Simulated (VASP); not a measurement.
# Re (C2/c) in VASP: notebook

The runs below take Re through single point, with revPBE.

All numbers are computed with VASP 6.6.1; they aren't measurements. Logs are shortened: lines on timing, memory, paths and dates and some standing lists are left out, and cuts for length are marked.

### Step 1. The cell of the first run

The typed cell holds 2 atoms: a = 2.707 Å, b = 2.707 Å, c = 5.141 Å, α = 105.27°, β = 105.27°, γ = 119.99°.

### Step 2. Single point, revPBE (13.86 Å³/atom)

Input file INCAR:

```
SYSTEM = Re
PREC = Accurate ; ENCUT = 520
EDIFF = 1E-6 ; ISMEAR = -1
SIGMA = 0.1 ; LREAL = .False.
LASPH = .True. ; NELM = 80
ALGO = Normal ; ISIF = 2
LWAVE = .False. ; LCHARG = .False.
GGA = RE ; NBANDS = 14
```

Input file KPOINTS:

```
regular mesh
0
Gamma
  17 17 8
  0 0 0
```

Input file POSCAR:

```
Re
1.0
   -1.8197096714      1.4952019996      1.3338619022
    1.4952019996     -1.8197096714      1.3338619022
    3.3697105805      3.3697105805     -1.9281982975
Re
2
Direct
    0.9583649146      0.0416350854      0.0000000000
    0.7916350854      0.2083649146      0.5000000000
```

Potentials or basis: VASP PAW PBE potentials, release 64 (Re).

Started as:

```console
> cat potpaw_PBE.64/Re/POTCAR > POTCAR
> mpirun -np 1 vasp_std > vasp.out
```

OUTCAR:

```text
SYSTEM = Re
   PREC = Accurate
   ENCUT = 520
   EDIFF = 1E-6
   ISMEAR = -1
   LREAL = .False.
   LASPH = .True.
   NELM = 80
   ISIF = 2
   GGA = RE

 ion  position               nearest neighbor table
   1  0.958  0.042  0.000-   2 2.69   2 2.69   2 2.69   2 2.69   2 2.69   2 2.69
   2  0.792  0.208  0.500-   1 2.69   1 2.69   1 2.69   1 2.69   1 2.69   1 2.69

  Warning from LATTYP: Got some problem with cell dimensions!
  Tried to take original basis but could not verify dimensions!
  LATTYP: Found a base centered monoclinic cell.
 ALAT       =     2.7069098165
 B/A-ratio  =     1.7318615547
 C/A-ratio  =     1.6142398712
 COS(beta)  =    -0.0002987469

  Lattice vectors:

 A1 = (  -1.8197096714,   1.4952019996,   1.3338619022)
 A2 = (   1.4952019996,  -1.8197096714,   1.3338619022)
 A3 = (   3.0452029087,   3.0452029087,   0.7395255069)

Analysis of symmetry for initial positions (statically):
=====================================================================
 Subroutine PRICEL returns:
 Original cell was already a primitive cell.

 Routine SETGRP: Setting up the symmetry group for a
 base centered monoclinic supercell.

 Subroutine GETGRP returns: Found  4 space group operations
 (whereof  2 operations were pure point group operations)
 out of a pool of  4 trial point group operations.

The static configuration has the point symmetry C_2 .
 The point group associated with its full space group is C_2h.

Analysis of symmetry for dynamics (positions and initial velocities):
=====================================================================
 Subroutine PRICEL returns:
 Original cell was already a primitive cell.

 Routine SETGRP: Setting up the symmetry group for a
 base centered monoclinic supercell.

 Subroutine GETGRP returns: Found  4 space group operations
 (whereof  2 operations were pure point group operations)
 out of a pool of  4 trial point group operations.

The dynamic configuration has the point symmetry C_2 .
 The point group associated with its full space group is C_2h.

 Subroutine INISYM returns: Found  4 space group operations
 (whereof  2 operations are pure point group operations),
 and found     1 'primitive' translations

----------------------------------------------------------------------------------------

                                     Primitive cell

  volume of cell :      27.7251

  direct lattice vectors                    reciprocal lattice vectors
    -1.819709671  1.495202000  1.333861902    -0.035562313  0.266104850  0.402895090
     1.495202000 -1.819709671  1.333861902     0.266104850 -0.035562313  0.402895090
     3.369710581  3.369710581 -1.928198298     0.159481474  0.159481474  0.038799340

  length of vectors
     2.706687991  2.706687991  5.140802220     0.484149691  0.484149691  0.228853818

  position of ions in fractional coordinates (direct lattice)
     0.958364915  0.041635085  0.000000000
     0.791635085  0.208364915  0.500000000

  ion indices of the primitive-cell ions
   primitive index   ion index
                 1           1
                 2           2

----------------------------------------------------------------------------------------

 KPOINTS: regular mesh

Automatic generation of k-mesh.
 Grid dimensions read from file:
 generate k-points for:   17   17    8

 Generating k-lattice:

  Cartesian coordinates                     Fractional coordinates (reciprocal lattice)
    -0.002091901  0.015653226  0.023699711     0.058823529  0.000000000 -0.000000000
     0.015653226 -0.002091901  0.023699711     0.000000000  0.058823529 -0.000000000
     0.019935184  0.019935184  0.004849918     0.000000000  0.000000000  0.125000000

  Length of vectors
     0.028479394  0.028479394  0.028606727

  Shift w.r.t. Gamma in fractional coordinates (k-lattice)
     0.000000000  0.000000000  0.000000000

 Subroutine IBZKPT returns following result:
 ===========================================

 Found    621 irreducible k-points:

 Following reciprocal coordinates:
            Coordinates               Weight
  0.000000  0.000000  0.000000      1.000000
  0.058824 -0.000000 -0.000000      4.000000
  0.117647  0.000000 -0.000000      4.000000
  0.176471  0.000000 -0.000000      4.000000
  0.235294  0.000000 -0.000000      4.000000
  0.294118  0.000000 -0.000000      4.000000
[... 16 lines left out ...]
 -0.176471  0.058824  0.000000      4.000000
 -0.117647  0.058824  0.000000      4.000000
 [... further k-points ...]
   k-points           NKPTS =    621   k-points in BZ     NKDIM =    621   number of bands    NBANDS=     14
   number of dos      NEDOS =    301   number of ions     NIONS =      2
   total plane-waves  NPLWV =  16000
   dimension x,y,z NGX =    20 NGY =   20 NGZ =   40
   dimension x,y,z NGXF=    40 NGYF=   40 NGZF=   80
   ions per type =               2
   NGX,Y,Z   is equivalent  to a cutoff of  12.28, 12.28, 12.94 a.u.
   NGXF,Y,Z  is equivalent  to a cutoff of  24.57, 24.57, 25.87 a.u.
 SYSTEM =  Re
   PREC   = accura    normal or accurate (medium, high low for compatibility)
   ISTART =      0    job   : 0-new  1-cont  2-samecut
   ICHARG =      2    charge: 1-file 2-atom 10-const
   ISPIN  =      1    spin polarized calculation?
   LNONCOLLINEAR =      F non collinear calculations
   LSORBIT =      F    spin-orbit coupling
   LASPH  =      T    aspherical Exc in radial PAW
   ENCUT  =  520.0 eV  38.22 Ry    6.18 a.u.   5.03  5.03  9.56*2*pi/ulx,y,z
   NELM   =     80;   NELMIN=  2; NELMDL= -5     # of ELM steps
   EDIFF  = 0.1E-05   stopping-criterion for ELM
   LREAL  =      F    real-space projection
   EDIFFG = 0.1E-04   stopping-criterion for IOM
   NSW    =      0    number of steps for IOM
   IBRION =     -1    ionic relax: 0-MD 1-quasi-New 2-CG
   NFREE  =      0    steps in history (QN), initial steepest desc. (CG)
   ISIF   =      2    stress and relaxation
   ISYM   =      2    0-nonsym 1-usesym 2-fastsym
   POTIM  = 0.5000    time-step for ionic-motion
   TEBEG  =    0.0;   TEEND  =   0.0 temperature during run
   PSTRESS=    0.0 pullay stress
   NELECT =      14.0000    total number of electrons
   NUPDOWN=      -1.0000    fix difference up-down
   EMIN   =  10.00;   EMAX   =-10.00  energy-range for DOS
   EFERMI =   0.00;   METHOD = LEGACY
   ISMEAR =    -1;   SIGMA  =   0.10  broadening in eV -4-tet -1-fermi 0-gaus
   EFERMI_NEDOS =   21; number of points for ismear=-14 and -15
   IALGO  =     38    algorithm
   IMIX   =      4    mixing-type and parameters
     AMIX     =   0.40;   BMIX     =  1.00
     AMIX_MAG =   1.60;   BMIX_MAG =  1.00
  volume/ion in A,a.u.               =      13.86        93.55
  Fermi-wavevector in a.u.,A,eV,Ry     =   1.303647  2.463535 23.123037  1.699495
  Thomas-Fermi vector in A             =   2.434635
   LORBIT       =      0    0 simple, 1 ext, 2 COOP (PROOUT), +10 PAW based schemes
   GGA     = RE    functional components
   LHFCALC =     F    Hartree Fock is set to
   AEXX    =    0.0000 exact exchange contribution
   IVDW    =     0    specifies the selected vdW correction
   LEPSILON=     F    determine dielectric tensor
   LRPA    =     F    only Hartree local field effects (RPA)
 non-spin polarized calculation
  energy-cutoff  :      520.00
  volume of cell :       27.73
 maximum number of plane-waves:       768
   NGX =  9   NGY =  9   NGZ = 19

 number of electron      14.0000000 magnetization

 Free energy of the ion-electron system (eV)
  ---------------------------------------------------
  ext. energy  EPLUGINS =         0.00000000
  ---------------------------------------------------
  free energy    TOTEN  =       -23.66270676 eV

  energy without entropy =      -23.61187747  energy(sigma->0) =      -23.63729211

 E-fermi :   8.7066     XC(G=0): -14.0447

 val. band max:        8.7021667275   @ k =  -0.2941  -0.3529   0.1250
 cond. band min:       8.7076404913   @ k =   0.2353  -0.0000   0.3750
 fundamental gap:      0.0054737638
 Fermi energy:         8.7066316760

 k-point     1 :       0.0000    0.0000    0.0000
  band No.  band energies     occupation
      1      -1.5776      2.00000
      2       1.6252      2.00000
      3       6.9518      2.00000
      4       6.9539      2.00000
      5       6.9686      2.00000
      6       7.8739      1.99952
      7       7.8772      1.99950
      8       8.8859      0.28550
      9       8.8870      0.28289
     10       9.4491      0.00119
     11      12.3417      0.00000
     12      12.3458      0.00000
     13      19.5456      0.00000
     14      22.8801      0.00000

 k-point     2 :       0.0588   -0.0000   -0.0000
  band No.  band energies     occupation
      1      -1.3809      2.00000
      2       1.7752      2.00000
      3       6.5247      2.00000
      4       7.0652      2.00000
      5       7.2732      2.00000
      6       7.7052      1.99991
      7       7.9776      1.99864
      8       8.6337      1.34913
      9       8.8375      0.42555
     10       9.0158      0.08694
     11      12.4363      0.00000
     12      13.0092      0.00000
     13      19.7381      0.00000
     14      23.1053      0.00000

 k-point     3 :       0.1176    0.0000   -0.0000
  band No.  band energies     occupation
      1      -0.8158      2.00000
      2       2.1984      2.00000
      3       6.0536      2.00000
      4       6.9053      2.00000
      5       7.2321      2.00000
      6       7.3535      2.00000
      7       8.0550      1.99705
      8       8.2420      1.98099
      9       8.8261      0.46475
     10       8.9941      0.10685
     11      12.6269      0.00000
     12      14.0647      0.00000
     13      20.2537      0.00000
     14      23.8001      0.00000
[... 324 lines left out ...]
 k-point    23 :      -0.1765    0.0588    0.0000
  band No.  band energies     occupation
      1      -0.4045      2.00000
      2       2.5657      2.00000
      3       5.7126      2.00000
      4       6.3455      2.00000
      5       7.1873      2.00000
      6       7.5817      1.99997
      7       7.8557      1.99960
      8       8.4172      1.89515
      9       8.9534      0.15627
     10       9.0252      0.07942
     11      12.7180      0.00000
     12      14.9260      0.00000
     13      20.2110      0.00000
     14      24.6261      0.00000

 k-point    24 :      -0.1176    0.0588    0.0000
  band No.  band energies     occupation
      1      -1.0844      2.00000
      2       2.0502      2.00000
      3       6.1634      2.00000
      4       7.3257      2.00000
      5       7.4193      1.99999
      6       7.4918      1.99999
      7       8.0057      1.99819
      8       8.2217      1.98445
      9       8.5480      1.66034
     10       8.9663      0.13864
     11      12.5591      0.00000
     12      13.9637      0.00000
     13      19.7314      0.00000
     14      23.7573      0.00000

 [... further k-points ...]

------------------------ aborting loop because EDIFF is reached ----------------------------------------

  FORCE on cell =-STRESS in cart. coord.  units (eV):
  Direction    XX          YY          ZZ          XY          YZ          ZX
  --------------------------------------------------------------------------------------
  -------------------------------------------------------------------------------------
  Total        6.1904544      6.1904544      6.1548000      0.0003694      0.0051151      0.0051151
  in kB      357.7342487    357.7342487    355.6738515      0.0213453      0.2955932      0.2955936
  external PRESSURE =     357.0474496 kB  Pullay stress =       0.0000000 kB

 VOLUME and BASIS-vectors are now :
 -----------------------------------------------------------------------------
  energy-cutoff  :      520.00
  volume of cell :       27.73
      direct lattice vectors                 reciprocal lattice vectors
    -1.819709671  1.495202000  1.333861902    -0.035562313  0.266104850  0.402895090
     1.495202000 -1.819709671  1.333861902     0.266104850 -0.035562313  0.402895090
     3.369710581  3.369710581 -1.928198298     0.159481474  0.159481474  0.038799340

 POSITION                                       TOTAL-FORCE (eV/Angst)
 -----------------------------------------------------------------------------------
     -1.68169      1.35719      1.33386         0.003149     -0.003149     -0.000000
      0.55586      2.48935      0.36976        -0.003149      0.003149      0.000000
 -----------------------------------------------------------------------------------
    total drift:                               -0.000000      0.000000     -0.000000

  FREE ENERGIE OF THE ION-ELECTRON SYSTEM (eV)
  ---------------------------------------------------
  free  energy   TOTEN  =       -23.6627067566 eV

  energy  without entropy=      -23.6118774678  energy(sigma->0) =      -23.63729211
```

It took 3.3 min on 1 thread of Intel Xeon Platinum 8559C (Emerald Rapids), shared host; peak memory 0.32 GiB.

What came out:

* Free energy: -23.6627 eV
* Pressure: 35.7 GPa
* Largest force: 0.004 eV/Å
* Band gap on the k mesh: zero (bands 7 and 8 overlap by 3.60 eV)

Forces in eV/Å, atoms in the order of the input:
```
Re   0.003 -0.003  0.000
Re  -0.003  0.003  0.000
```

Stress tensor (GPa, compression positive):
```
35.77  0.00  0.03
 0.00 35.77  0.03
 0.03  0.03 35.57
```

Levels at points of the mesh, in eV from the Fermi level:
```tsv
k point	band 5	band 6	band 7	band 8	band 9	band 10
(0.00, 0.00, 0.00)	-1.74	-0.83	-0.83	0.18	0.18	0.74
(0.00, 0.00, 0.50)	-1.89	-1.89	-1.89	-1.89	2.77	2.77
```

Caveat: the cell stands under pressure; the PAW data sets were made with another functional, which shifts forces and pressure a little; spin-orbit coupling is left out, which moves the levels of the heavy elements.

[end of part 1 of 2]
